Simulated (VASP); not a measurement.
# Cr (Im-3m) in VASP: further runs, part 2 of 2

VASP 6.6.1. The steps go on from the part before.

### 5 Single point, r2SCAN, collinear spin, ferromagnetic start

The input, POSCAR:

```
Cr
1.0
   -1.4148813462      1.4148813462      1.4148813462
    1.4148813462     -1.4148813462      1.4148813462
    1.4148813462      1.4148813462     -1.4148813462
Cr
1
Direct
    0.0000000000      0.0000000000      0.0000000000
```

The input, INCAR.step1:

```
SYSTEM = Cr
PREC = Accurate ; ENCUT = 520
ISMEAR = 1 ; SIGMA = 0.03
LREAL = .FALSE. ; LASPH = .TRUE.
NELM = 150 ; ISPIN = 2
MAGMOM = 1.5 ; LMAXMIX = 4
NBANDS = 16 ; GGA = PE
ALGO = Normal ; EDIFF = 1E-4
LWAVE = .TRUE. ; LCHARG = .FALSE.
```

The input, INCAR.step2:

```
SYSTEM = Cr
PREC = Accurate ; ENCUT = 520
EDIFF = 1E-6 ; ISMEAR = 1
SIGMA = 0.03 ; LREAL = .FALSE.
LASPH = .TRUE. ; NELM = 150
ALGO = Normal ; ISIF = 2
LWAVE = .FALSE. ; LCHARG = .FALSE.
ISPIN = 2 ; MAGMOM = 1.5
LORBIT = 11 ; LMAXMIX = 4
METAGGA = R2SCAN ; LMIXTAU = .TRUE.
NBANDS = 16 ; ISTART = 1
```

The input, KPOINTS:

```
Automatic mesh
0
G
  15 15 15
  0 0 0
```

Potentials or basis: VASP PAW PBE potentials, release 64 (Cr_pv).

Launch:

```bash
> cat potpaw_PBE.64/Cr_pv/POTCAR > POTCAR
> cp INCAR.step1 INCAR
> mpirun -np 1 vasp_std > vasp.out
> cp INCAR.step2 INCAR
> mpirun -np 1 vasp_std > vasp.out
```

OUTCAR:

```text
SYSTEM = Cr
   PREC = Accurate
   ENCUT = 520
   EDIFF = 1E-6
   ISMEAR = 1
   LREAL = .FALSE.
   LASPH = .TRUE.
   NELM = 150
   ISIF = 2
   ISPIN = 2
   LORBIT = 11
   METAGGA = R2SCAN
   ISTART = 1

 ion  position               nearest neighbor table
   1  0.000  0.000  0.000-

  LATTYP: Found a body centered cubic cell.
 ALAT       =     2.8297626924

  Lattice vectors:

 A1 = (  -1.4148813462,   1.4148813462,   1.4148813462)
 A2 = (   1.4148813462,  -1.4148813462,   1.4148813462)
 A3 = (   1.4148813462,   1.4148813462,  -1.4148813462)
[... 1119 lines left out ...]
  -------------------------------------------------------------------------------------
  Total        0.0360925      0.0360925      0.0360925      0.0000000     -0.0000000     -0.0000000
  in kB        5.1039615      5.1039615      5.1039615      0.0000000     -0.0000000     -0.0000000
  external PRESSURE =       5.1039615 kB  Pullay stress =       0.0000000 kB

 VOLUME and BASIS-vectors are now :
 -----------------------------------------------------------------------------
  energy-cutoff  :      520.00
  volume of cell :       11.33
      direct lattice vectors                 reciprocal lattice vectors
    -1.414881346  1.414881346  1.414881346     0.000000000  0.353386523  0.353386523
     1.414881346 -1.414881346  1.414881346     0.353386523  0.000000000  0.353386523
     1.414881346  1.414881346 -1.414881346     0.353386523  0.353386523  0.000000000

 POSITION                                       TOTAL-FORCE (eV/Angst)
 -----------------------------------------------------------------------------------
      0.00000      0.00000      0.00000        -0.000000      0.000000     -0.000000
 -----------------------------------------------------------------------------------
    total drift:                                0.000000     -0.000000      0.000000

  FREE ENERGIE OF THE ION-ELECTRON SYSTEM (eV)
  ---------------------------------------------------
  free  energy   TOTEN  =       -14.7991027516 eV

  energy  without entropy=      -14.7990636264  energy(sigma->0) =      -14.79908971

 total charge

# of ion       s       p       d       tot
------------------------------------------
    1        0.694   6.437   4.191  11.322

 magnetization (x)

# of ion       s       p       d       tot
------------------------------------------
    1       -0.000  -0.000  -0.000  -0.000
```

OSZICAR.step1:

```text
N       E                     dE             d eps       ncg     rms          rms(c)
DAV:   1     0.792769836424E+02    0.79277E+02   -0.60981E+03  7856   0.851E+02
DAV:   2    -0.932534137902E+01   -0.88602E+02   -0.84539E+02  8360   0.247E+02
DAV:   3    -0.107599148100E+02   -0.14346E+01   -0.14326E+01  8904   0.345E+01
DAV:   4    -0.107646140605E+02   -0.46993E-02   -0.46992E-02  8744   0.195E+00
DAV:   5    -0.107646459121E+02   -0.31852E-04   -0.31852E-04  8928   0.144E-01    0.152E+01
DAV:   6    -0.950937699724E+01    0.12553E+01   -0.19910E+00  7848   0.260E+01    0.286E+00
DAV:   7    -0.951363615731E+01   -0.42592E-02   -0.60048E-02  8048   0.220E+00    0.154E+00
DAV:   8    -0.950893682174E+01    0.46993E-02   -0.35893E-03  9144   0.569E-01    0.883E-01
DAV:   9    -0.950616260531E+01    0.27742E-02   -0.13620E-03  8608   0.424E-01    0.167E-01
DAV:  10    -0.950627065162E+01   -0.10805E-03   -0.19832E-04  6608   0.102E-01    0.420E-02
DAV:  11    -0.950627484075E+01   -0.41891E-05   -0.11530E-05  4056   0.342E-02
   1 F= -.95062748E+01 E0= -.95062335E+01  d E =-.124073E-03  mag=    -0.0230
```

Wall time 83 s (1 thread of AMD EPYC 9R45 (Zen 5), shared host); peak memory 0.12 GiB.

What came out:

| Item | Value |
| --- | --- |
| Free energy | -14.7991 eV |
| Pressure | 0.5 GPa |
| Band gap on the k mesh | zero (filled and empty bands overlap) |
| Net moment | 0.00 μB per cell |
| Valence electrons inside the program's atomic spheres | Cr 11.32 |

Caveat: the moments typed at the start vanished in this run; the PAW data sets were made with another functional, which shifts forces and pressure a little.

### 6 Single point, r2SCAN, collinear spin, ferromagnetic start

POSCAR is that of step 5.

The input, INCAR.step1:

```
SYSTEM = Cr
ALGO = Normal
EDIFF = 1E-4
ENCUT = 520
GGA = PE
ISMEAR = 1
ISPIN = 2
LASPH = .TRUE.
LCHARG = .FALSE.
LMAXMIX = 4
LREAL = .FALSE.
LWAVE = .TRUE.
MAGMOM = 1.5
NBANDS = 16
NELM = 150
PREC = Accurate
SIGMA = 0.1
```

The input, INCAR.step2:

```
SYSTEM = Cr
ALGO = Normal
EDIFF = 1E-7
ENCUT = 520
ISIF = 2
ISMEAR = 1
ISPIN = 2
ISTART = 1
LASPH = .TRUE.
LCHARG = .FALSE.
LMAXMIX = 4
LMIXTAU = .TRUE.
LORBIT = 11
LREAL = .FALSE.
LWAVE = .FALSE.
MAGMOM = 1.5
METAGGA = R2SCAN
NBANDS = 16
NELM = 150
PREC = Accurate
SIGMA = 0.1
```

The input, KPOINTS:

```
k-points
0
G
  15 15 15
  0 0 0
```

Potentials or basis: VASP PAW PBE potentials, release 64 (Cr_pv).

Launch:

```bash
> cat potpaw_PBE.64/Cr_pv/POTCAR > POTCAR
> cp INCAR.step1 INCAR
> mpirun -np 1 vasp_std > vasp.out
> cp INCAR.step2 INCAR
> mpirun -np 1 vasp_std > vasp.out
```

Wall time 1.9 min (1 thread of AMD EPYC 9R45 (Zen 5), shared host); peak memory 0.12 GiB.

The run converged. Its results:

* Free energy: -14.7993 eV
* Pressure: 0.7 GPa
* Band gap on the k mesh: zero (filled and empty bands overlap)
* Net moment: 0.00 μB per cell
* Valence electrons inside the program's atomic spheres: Cr 11.32

Levels at points of the mesh, in eV from the Fermi level:
Spin up:
```tsv
k point	band 2	band 3	band 4	band 5	band 6	band 7	band 8	band 9	band 10	band 11
(0.00, 0.00, 0.00)	-44.28	-44.28	-8.46	-0.96	-0.96	-0.96	1.46	1.46	3.24	23.28
```
Spin down:
```csv
k point,band 4,band 5,band 6,band 7,band 8,band 9
"(0.00, 0.00, 0.00)",-8.46,-0.96,-0.96,-0.96,1.46,1.46
```

Caveat: the moments typed at the start vanished in this run; the PAW data sets were made with another functional, which shifts forces and pressure a little.
